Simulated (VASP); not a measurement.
Here is a VASP 6.6.1 calculation.

File INCAR:

```
  PREC = Accurate
  ENCUT = 520
  EDIFF = 1E-7
  ISMEAR = 0
  SIGMA = 0.05
  LREAL = False
  LASPH = True
  NELM = 150
  ALGO = Normal
  ISIF = 2
  LWAVE = False
  LCHARG = True
  ISPIN = 2
  MAGMOM = 1
  LORBIT = 11
  LMAXMIX = 6
  GGA = CA
  LELF = True
  LVHAR = True
  NBANDS = 16
```

The input KPOINTS:

```
Automatic mesh
0
Gamma
  14 14 14
```

The input POSCAR:

```
Ce
1.0
    0.0000000000      2.5800000000      2.5800000000
    2.5800000000      0.0000000000      2.5800000000
    2.5800000000      2.5800000000      0.0000000000
Ce
1
Direct
    0.0000000000      0.0000000000      0.0000000000
```

Potentials or basis: VASP PAW LDA potentials, release 64 (Ce).

The run is started by

```sh
$ cat potpaw_LDA.64/Ce/POTCAR > POTCAR
$ mpirun -np 1 vasp_std > vasp.out
```

Question: Estimate the band gap on the k mesh.

Answer: Zero (filled and empty bands overlap).

Question: Estimate the pressure.

Answer: -10.0 GPa.

Caveat: the magnetic or orbital state may not be the lowest; spin-orbit coupling is left out, which moves the levels of the heavy elements. The state reached can hang on the start; a lower one may exist.
